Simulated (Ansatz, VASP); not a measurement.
## One calculation of Ag, two programs

File INCAR:

```
SYSTEM = Ag
ALGO = Normal ; EDIFF = 1E-6
EDIFFG = -0.01 ; ENCUT = 600
GGA = RP ; IBRION = 2
ISIF = 3 ; ISMEAR = -1
LASPH = .True. ; LCHARG = .False.
LREAL = .False. ; LWAVE = .False.
NELM = 80 ; NSW = 80
PREC = Accurate ; SIGMA = 0.1
```

The input KPOINTS:

```
k-points
0
Gamma
  13 13 3
  0 0 0
```

Contents of POSCAR:

```
Ag
1.0
    2.8861989086      0.0000000000      0.0000000000
   -1.4430994543      2.4995215753      0.0000000000
    0.0000000000      0.0000000000     10.0000000000
Ag
4
Direct
    0.3333333333      0.6666666667      0.2500000000
    0.6666666667      0.3333333333      0.7500000000
    0.0000000000      0.0000000000      0.0000000000
    0.0000000000      0.0000000000      0.5000000000
```

Input for Ansatz:

```yaml
crystal:
  lattice:
    - [2.8861989086, 0.0, 0.0]
    - [-1.4430994543, 2.4995215753, 0.0]
    - [0.0, 0.0, 10.0]
  atoms:
    - { symbol: Ag, position: [0.3333333333, 0.6666666667, 0.25] }
    - { symbol: Ag, position: [0.6666666667, 0.3333333333, 0.75] }
    - { symbol: Ag, position: [0.0, 0.0, 0.0] }
    - { symbol: Ag, position: [0.0, 0.0, 0.5] }
hamiltonian:
  xc: rpbe
  pseudopotentials:
    kind: paw
    azcp:
      Ag: "pseudopotentials/Ag.paw.azcp"
basis:
  ecutwfc: 420
  fft_grid_basis: typed
kpoints:
  mp_grid: { grid: [13, 13, 3], shift: [0, 0, 0] }
magnetization:
  spin_polarized: false
scf:
  occupations: { method: fermi_dirac, width: 0.1 }
relax:
  max_steps: 60
  f_tol: 0.01
  cell: {}
output:
  write_density: true
  write_potential: true
  elf: true
  volumetric_format: npy
```

Alike in both runs: task relaxation of cell and atoms; functional RPBE; k mesh 13 × 13 × 3; occupations fermi-dirac, width 0.1 eV; no spin polarisation.

```csv
,VASP,Ansatz
version,VASP 6.6.1,Ansatz 0.2.0
potentials or method,"VASP PAW PBE potentials, release 64 (Ag), cutoff 600 eV","plane waves (420 eV) with PAW, scalar-relativistic"
valence electrons in the cell,44,76
```

```tsv
	VASP	Ansatz	Ansatz less VASP
relaxed volume (Å³/atom)	18.67	18.69	+0.024
relaxed cell length with the largest relative difference (Å)	2.966	2.969	+0.0024
```

VASP's potentials were made for PBE, not for RPBE. VASP's potentials hold 44 valence electrons a cell and Ansatz's 76, so a difference there can come from the potentials and not from the codes.
